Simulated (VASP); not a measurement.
# ZnSn2N2 (R-3m) in VASP: a series of runs

The runs below take ZnSn2N2 through single point, relaxation of cell and atoms, with PBE.

Program: VASP 6.6.1. These are calculated values, not measurements. Logs are shortened: lines on timing, memory, paths and dates and some standing lists are left out, and cuts for length are marked.

## (1) The cell of the first run

The structure is trigonal, space group R-3m (No. 166). Conventional cell: a = 3.256 Å, b = 3.256 Å, c = 28.650 Å, α = 90.00°, β = 90.00°, γ = 120.00°. Zn (site symmetry -3m) has 6 N at 2.30 Å within 3.0 Å. Within 3.0 Å of Sn (site symmetry 3m) lie 3 N at 2.28 Å. Within 3.0 Å of N (site symmetry 3m) lie 3 Sn at 2.28 Å and 3 Zn at 2.30 Å.

## (2) Single point, PBE

INCAR

```
SYSTEM = ZnSn2N2
PREC = Accurate
ENCUT = 520
EDIFF = 1E-6
ISMEAR = 0
SIGMA = 0.15
LREAL = .FALSE.
LASPH = .TRUE.
NELM = 100
ALGO = Normal
ISIF = 2
LWAVE = .FALSE.
LCHARG = .FALSE.
GGA = PE
NBANDS = 33
```

KPOINTS

```
Automatic mesh
0
G
  4 4 4
  0 0 0
```

POSCAR

```
ZnSn2N2
1.0
    1.6282130995      0.9400492694      9.5500478237
   -1.6282130995      0.9400492694      9.5500478237
    0.0000000000     -1.8800985445      9.5500478231
Zn Sn N
1 2 2
Direct
    0.0000000000      0.0000000000      0.0000000000
    0.7577651061      0.7577651061      0.7577651061
    0.2422348939      0.2422348939      0.2422348939
    0.3795397589      0.3795397589      0.3795397589
    0.6204602411      0.6204602411      0.6204602411
```

Potentials or basis: VASP PAW PBE potentials, release 64 (Zn, Sn_d, N).

Run with:

```sh
> cat potpaw_PBE.64/Zn/POTCAR potpaw_PBE.64/Sn_d/POTCAR potpaw_PBE.64/N/POTCAR > POTCAR
> mpirun -np 1 vasp_std > vasp.out
```

OUTCAR:

```text
SYSTEM = ZnSn2N2
   PREC = Accurate
   ENCUT = 520
   EDIFF = 1E-6
   ISMEAR = 0
   LREAL = .FALSE.
   LASPH = .TRUE.
   NELM = 100
   ISIF = 2
   GGA = PE

 ion  position               nearest neighbor table
   1  0.000  0.000  0.000-   5 2.30   5 2.30   4 2.30   4 2.30   5 2.30   4 2.30   3 3.22   2 3.22
                             3 3.22   2 3.22   3 3.22   2 3.22
   2  0.758  0.758  0.758-   4 2.28   4 2.28   4 2.28   1 3.22   1 3.22   1 3.22
   3  0.242  0.242  0.242-   5 2.28   5 2.28   5 2.28   1 3.22   1 3.22   1 3.22
   4  0.380  0.380  0.380-   2 2.28   2 2.28   2 2.28   1 2.30   1 2.30   1 2.30
   5  0.620  0.620  0.620-   3 2.28   3 2.28   3 2.28   1 2.30   1 2.30   1 2.30

  LATTYP: Found a trigonal (rhomboedric) cell.
 ALAT       =     9.7333541989
 COS(alpha) =     0.9440335927

  Lattice vectors:

 A1 = (   1.6282130995,   0.9400492694,   9.5500478237)
 A2 = (  -1.6282130995,   0.9400492694,   9.5500478237)
 A3 = (   0.0000000000,  -1.8800985445,   9.5500478231)

Analysis of symmetry for initial positions (statically):
=====================================================================
 Subroutine PRICEL returns:
 Original cell was already a primitive cell.

 Routine SETGRP: Setting up the symmetry group for a
 trigonal (rhombohedral) supercell.

 Subroutine GETGRP returns: Found 12 space group operations
 (whereof 12 operations were pure point group operations)
 out of a pool of 12 trial point group operations.

The static configuration has the point symmetry D_3d.

Analysis of symmetry for dynamics (positions and initial velocities):
=====================================================================
 Subroutine PRICEL returns:
 Original cell was already a primitive cell.

 Routine SETGRP: Setting up the symmetry group for a
 trigonal (rhombohedral) supercell.

 Subroutine GETGRP returns: Found 12 space group operations
 (whereof 12 operations were pure point group operations)
 out of a pool of 12 trial point group operations.

The dynamic configuration has the point symmetry D_3d.

 Subroutine INISYM returns: Found 12 space group operations
 (whereof 12 operations are pure point group operations),
 and found     1 'primitive' translations

----------------------------------------------------------------------------------------

                                     Primitive cell

  volume of cell :      87.7039

  direct lattice vectors                    reciprocal lattice vectors
     1.628213099  0.940049269  9.550047824     0.307085111  0.177295671  0.034903839
    -1.628213099  0.940049269  9.550047824    -0.307085111  0.177295671  0.034903839
     0.000000000 -1.880098545  9.550047823     0.000000000 -0.354591343  0.034903839

  length of vectors
     9.733354199  9.733354199  9.733354199     0.356305064  0.356305064  0.356305064

  position of ions in fractional coordinates (direct lattice)
     0.000000000  0.000000000  0.000000000
     0.757765106  0.757765106  0.757765106
     0.242234894  0.242234894  0.242234894
     0.379539759  0.379539759  0.379539759
     0.620460241  0.620460241  0.620460241

  ion indices of the primitive-cell ions
   primitive index   ion index
                 1           1
                 2           2
                 3           3
                 4           4
                 5           5

----------------------------------------------------------------------------------------

 KPOINTS: Automatic mesh

Automatic generation of k-mesh.
 Grid dimensions read from file:
 generate k-points for:    4    4    4

 Generating k-lattice:

  Cartesian coordinates                     Fractional coordinates (reciprocal lattice)
     0.076771278  0.044323918  0.008725960     0.250000000  0.000000000  0.000000000
    -0.076771278  0.044323918  0.008725960     0.000000000  0.250000000  0.000000000
     0.000000000 -0.088647836  0.008725960     0.000000000  0.000000000  0.250000000

  Length of vectors
     0.089076266  0.089076266  0.089076266

  Shift w.r.t. Gamma in fractional coordinates (k-lattice)
     0.000000000  0.000000000  0.000000000

 Subroutine IBZKPT returns following result:
 ===========================================

 Found     13 irreducible k-points:

 Following reciprocal coordinates:
            Coordinates               Weight
  0.000000  0.000000  0.000000      1.000000
  0.250000  0.000000  0.000000      6.000000
  0.500000  0.000000  0.000000      3.000000
  0.250000  0.250000  0.000000      6.000000
  0.500000  0.250000  0.000000     12.000000
 -0.250000  0.250000  0.000000      6.000000
  0.500000  0.500000  0.000000      3.000000
  0.250000  0.250000  0.250000      2.000000
  0.500000  0.250000  0.250000      6.000000
 -0.250000  0.250000  0.250000      6.000000
  0.500000  0.500000  0.250000      6.000000
 -0.250000  0.500000  0.250000      6.000000
  0.500000  0.500000  0.500000      1.000000
   k-points           NKPTS =     13   k-points in BZ     NKDIM =     13   number of bands    NBANDS=     33
   number of dos      NEDOS =    301   number of ions     NIONS =      5
   total plane-waves  NPLWV = 373248
   dimension x,y,z NGX =    72 NGY =   72 NGZ =   72
   dimension x,y,z NGXF=   144 NGYF=  144 NGZF=  144
   ions per type =               1   2   2
   NGX,Y,Z   is equivalent  to a cutoff of  12.30, 12.30, 12.30 a.u.
   NGXF,Y,Z  is equivalent  to a cutoff of  24.60, 24.60, 24.60 a.u.
 SYSTEM =  ZnSn2N2
   PREC   = accura    normal or accurate (medium, high low for compatibility)
   ISTART =      0    job   : 0-new  1-cont  2-samecut
   ICHARG =      2    charge: 1-file 2-atom 10-const
   ISPIN  =      1    spin polarized calculation?
   LNONCOLLINEAR =      F non collinear calculations
   LSORBIT =      F    spin-orbit coupling
   LASPH  =      T    aspherical Exc in radial PAW
   ENCUT  =  520.0 eV  38.22 Ry    6.18 a.u.  18.10 18.10 18.10*2*pi/ulx,y,z
   NELM   =    100;   NELMIN=  2; NELMDL= -5     # of ELM steps
   EDIFF  = 0.1E-05   stopping-criterion for ELM
   LREAL  =      F    real-space projection
   EDIFFG = 0.1E-04   stopping-criterion for IOM
   NSW    =      0    number of steps for IOM
   IBRION =     -1    ionic relax: 0-MD 1-quasi-New 2-CG
   NFREE  =      0    steps in history (QN), initial steepest desc. (CG)
   ISIF   =      2    stress and relaxation
   ISYM   =      2    0-nonsym 1-usesym 2-fastsym
   POTIM  = 0.5000    time-step for ionic-motion
   TEBEG  =    0.0;   TEEND  =   0.0 temperature during run
   PSTRESS=    0.0 pullay stress
   NELECT =      50.0000    total number of electrons
   NUPDOWN=      -1.0000    fix difference up-down
   EMIN   =  10.00;   EMAX   =-10.00  energy-range for DOS
   EFERMI =   0.00;   METHOD = LEGACY
   ISMEAR =     0;   SIGMA  =   0.15  broadening in eV -4-tet -1-fermi 0-gaus
   EFERMI_NEDOS =   21; number of points for ismear=-14 and -15
   IALGO  =     38    algorithm
   IMIX   =      4    mixing-type and parameters
     AMIX     =   0.40;   BMIX     =  1.00
     AMIX_MAG =   1.60;   BMIX_MAG =  1.00
  volume/ion in A,a.u.               =      17.54       118.37
  Fermi-wavevector in a.u.,A,eV,Ry     =   1.357454  2.565217 25.071220  1.842683
  Thomas-Fermi vector in A             =   2.484371
   LORBIT       =      0    0 simple, 1 ext, 2 COOP (PROOUT), +10 PAW based schemes
   GGA     = PE    functional components
   LHFCALC =     F    Hartree Fock is set to
   AEXX    =    0.0000 exact exchange contribution
   IVDW    =     0    specifies the selected vdW correction
   LEPSILON=     F    determine dielectric tensor
   LRPA    =     F    only Hartree local field effects (RPA)
 non-spin polarized calculation
 Gauss-broadening in eV      SIGMA  =   0.15
  energy-cutoff  :      520.00
  volume of cell :       87.70
 maximum number of plane-waves:      2378
   NGX = 37   NGY = 37   NGZ = 37

 number of electron      50.0000005 magnetization

 Free energy of the ion-electron system (eV)
  ---------------------------------------------------
  ext. energy  EPLUGINS =         0.00000000
  ---------------------------------------------------
  free energy    TOTEN  =       -23.67392865 eV

  energy without entropy =      -23.67292478  energy(sigma->0) =      -23.67342672

 E-fermi :   5.7996     XC(G=0): -10.3262

 val. band max:        5.5510774730   @ k =  -0.2500   0.5000   0.2500
 cond. band min:       6.0195020487   @ k =   0.5000   0.0000   0.0000
 fundamental gap:      0.4684245757
 Fermi energy:         5.7995957686

 k-point     1 :       0.0000    0.0000    0.0000
  band No.  band energies     occupation
      1     -15.5182      2.00000
      2     -15.5182      2.00000
      3     -15.5181      2.00000
      4     -15.5181      2.00000
      5     -15.4397      2.00000
      6     -15.4370      2.00000
[... 25 lines left out ...]
     32      14.0497      0.00000
     33      14.2346      0.00000

 k-point     2 :       0.2500    0.0000    0.0000
  band No.  band energies     occupation
      1     -15.5705      2.00000
      2     -15.5704      2.00000
      3     -15.4168      2.00000
      4     -15.4167      2.00000
      5     -15.4016      2.00000
      6     -15.4005      2.00000
[... 25 lines left out ...]
     32      13.2402      0.00000
     33      13.7172      0.00000

 k-point     3 :       0.5000    0.0000    0.0000
  band No.  band energies     occupation
      1     -15.6347      2.00000
      2     -15.6346      2.00000
      3     -15.4679      2.00000
      4     -15.4675      2.00000
      5     -15.3496      2.00000
      6     -15.3489      2.00000
[... 25 lines left out ...]
     32      12.6989      0.00000
     33      13.0344      0.00000

 k-point     4 :       0.2500    0.2500    0.0000
  band No.  band energies     occupation
      1     -15.5706      2.00000
      2     -15.5702      2.00000
      3     -15.4168      2.00000
      4     -15.4167      2.00000
      5     -15.4014      2.00000
      6     -15.4007      2.00000
[... 277 lines left out ...]
     32      13.1865      0.00000
     33      13.2997      0.00000

 k-point    12 :      -0.2500    0.5000    0.2500
  band No.  band energies     occupation
      1     -15.5583      2.00000
      2     -15.5583      2.00000
      3     -15.4363      2.00000
      4     -15.4362      2.00000
      5     -15.3976      2.00000
      6     -15.3965      2.00000
[... 25 lines left out ...]
     32      12.3964      0.00000
     33      13.7550      0.00000

 k-point    13 :       0.5000    0.5000    0.5000
  band No.  band energies     occupation
      1     -15.5182      2.00000
      2     -15.5182      2.00000
      3     -15.5181      2.00000
      4     -15.5181      2.00000
      5     -15.4388      2.00000
      6     -15.4380      2.00000
[... 25 lines left out ...]
     32      14.1306      0.00000
     33      14.1306      0.00000

------------------------ aborting loop because EDIFF is reached ----------------------------------------

  FORCE on cell =-STRESS in cart. coord.  units (eV):
  Direction    XX          YY          ZZ          XY          YZ          ZX
  --------------------------------------------------------------------------------------
  -------------------------------------------------------------------------------------
  Total        0.0552967      0.0552967      0.3030655      0.0000000     -0.0000000      0.0000000
  in kB        1.0101631      1.0101631      5.5364121      0.0000000     -0.0000000      0.0000000
  external PRESSURE =       2.5189128 kB  Pullay stress =       0.0000000 kB

 VOLUME and BASIS-vectors are now :
 -----------------------------------------------------------------------------
  energy-cutoff  :      520.00
  volume of cell :       87.70
      direct lattice vectors                 reciprocal lattice vectors
     1.628213099  0.940049269  9.550047824     0.307085111  0.177295671  0.034903839
    -1.628213099  0.940049269  9.550047824    -0.307085111  0.177295671  0.034903839
     0.000000000 -1.880098545  9.550047823     0.000000000 -0.354591343  0.034903839

 POSITION                                       TOTAL-FORCE (eV/Angst)
 -----------------------------------------------------------------------------------
      0.00000      0.00000      0.00000        -0.000000      0.000000      0.000000
      0.00000     -0.00000     21.71008         0.000000     -0.000000      0.024072
      0.00000     -0.00000      6.94006         0.000000      0.000000     -0.024072
      0.00000     -0.00000     10.87387         0.000000     -0.000000      0.002896
      0.00000     -0.00000     17.77627         0.000000      0.000000     -0.002896
 -----------------------------------------------------------------------------------
    total drift:                               -0.000000      0.000000     -0.000000

  FREE ENERGIE OF THE ION-ELECTRON SYSTEM (eV)
  ---------------------------------------------------
  free  energy   TOTEN  =       -23.6739286511 eV

  energy  without entropy=      -23.6729247836  energy(sigma->0) =      -23.67342672
```

It took 4.6 min on 1 thread of Intel Xeon Platinum 8259CL at 2.50GHz (Skylake/Cascade Lake), shared host; peak memory 0.69 GiB.

Results:

```
Free energy            : -23.6739 eV
Pressure               : 0.3 GPa
Largest force          : 0.024 eV/Å
Band gap on the k mesh : 0.47 eV, indirect (least direct gap 1.21 eV)
```

Forces in eV/Å, atoms in the order of the input:
```
Zn   0.000  0.000  0.000
Sn   0.000  0.000  0.024
Sn   0.000  0.000 -0.024
N    0.000  0.000  0.003
N    0.000  0.000 -0.003
```

Stress tensor (GPa, compression positive):
```
0.10 0.00 0.00
0.00 0.10 0.00
0.00 0.00 0.55
```

Caveat: the k points lie up to 0.56 Å⁻¹ apart; spin-orbit coupling is left out, which moves the levels of the heavy elements.

(Continued in part 2 of 2.)
